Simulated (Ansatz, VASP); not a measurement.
Two plane-wave programs on Rh

Contents of INCAR:

```
SYSTEM = Rh
PREC = Accurate
ENCUT = 500
EDIFF = 1E-7
ISMEAR = 0
SIGMA = 0.1
LREAL = .FALSE.
LASPH = .TRUE.
NELM = 120
ALGO = Normal
ISIF = 3
LWAVE = .FALSE.
LCHARG = .FALSE.
GGA = PE
IBRION = 2
NSW = 90
EDIFFG = -0.04
GGA_COMPAT = .FALSE.
NELMIN = 4
```

The input KPOINTS:

```
Automatic mesh
0
G
  6 6 8
  0 0 0
```

File POSCAR:

```
Rh
1.0
    4.2705836562      0.0000000000      0.0000000000
   -2.1352918281      3.6984339352      0.0000000000
    0.0000000000      0.0000000000      2.4753727151
Rh
2
Direct
    0.3333333333      0.6666666667      0.5000000000
    0.6666666667      0.3333333333      0.5000000000
```

Input for Ansatz:

```yaml
crystal:
  lattice:
    - [4.2705836562, 0.0, 0.0]
    - [-2.1352918281, 3.6984339352, 0.0]
    - [0.0, 0.0, 2.4753727151]
  atoms:
    - { symbol: Rh, position: [0.3333333333, 0.6666666667, 0.5] }
    - { symbol: Rh, position: [0.6666666667, 0.3333333333, 0.5] }
basis:
  ecutwfc: 420
kpoints:
  mp_grid: { grid: [6, 6, 8] }
hamiltonian:
  xc: pbe
scf:
  occupations: { method: gaussian, width: 0.1 }
  lower_state_search: "off"
output:
  forces: true
  stress: true
  eigenvalues: true
relax:
  adjacent_minimum: "off"
  f_tol: 0.04
  max_steps: 70
  cell: { stress_tol: 0.4 }
```

Alike in both runs: task relaxation of cell and atoms; functional PBE; k mesh 6 × 6 × 8; occupations gaussian, width 0.1 eV; no spin polarisation.

|  | VASP | Ansatz |
| --- | --- | --- |
| version | VASP 6.6.1 | Ansatz 0.2.0 |
| potentials or method | VASP PAW PBE potentials, release 64 (Rh_pv), cutoff 500 eV | scalar-relativistic, plane waves, PAW |
| valence electrons in the cell | 30 | 34 |

```csv
,VASP,Ansatz,Ansatz less VASP
"gap on the k mesh at the Fermi level, each at its own relaxed structure (eV)",none,none,-
relaxed volume (Å³/atom),19.62,19.59,-0.031
relaxed cell length with the largest relative difference (Å),2.487,2.485,-0.0015
```

A gap of «none» marks a metal or a gap that the smearing closes. VASP's potentials hold 30 valence electrons a cell and Ansatz's 34, so a difference there can come from the potentials and not from the codes.
